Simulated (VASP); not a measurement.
## AlN: single point with PBE

Crystal: AlN.

```
Al N
1.0
     3.13019    0.00000    0.00000
    -1.56509    2.71082    0.00000
     0.00000    0.00000    5.01816
Al N
2 2
Direct
  0.00000 0.00000 0.99673
  0.33333 0.66667 0.49673
  0.00000 0.00000 0.37827
  0.33333 0.66667 0.87827
```

| Quantity | Value |
| --- | --- |
| Program | VASP 6.6.1 |
| Task | single point |
| Functional | PBE |
| Potentials or basis | VASP PAW PBE potentials, release 64 (Al, N) |
| Cutoff | 520 eV |
| k mesh | 9 × 9 × 6 |
| Occupations | gaussian, width 0.02 eV |
| Spin | no spin polarisation |

| Property | Result |
| --- | --- |
| Pressure | -0.3 GPa |
| Band gap on the k mesh | 4.04 eV, direct |

Levels at points of the mesh, in eV from the valence-band top:
| k point | band 5 | band 6 | band 7 | band 8 | band 9 | band 10 | band 11 | band 12 |
| --- | --- | --- | --- | --- | --- | --- | --- | --- |
| (0.00, 0.00, 0.00) | -0.84 | -0.20 | -0.20 | 0.00 | 4.04 | 6.51 | 10.46 | 11.03 |
| (0.00, 0.00, 0.50) | -0.53 | -0.53 | -0.53 | -0.53 | 6.31 | 6.31 | 10.17 | 10.17 |

It took 11 s on 1 thread of Intel(R) Xeon(R) Platinum 8559C (Emerald Rapids), with other jobs on the host, peak memory 0.16 GiB.

Expect the measured gap to be larger: semilocal functionals such as PBE lack the derivative discontinuity.
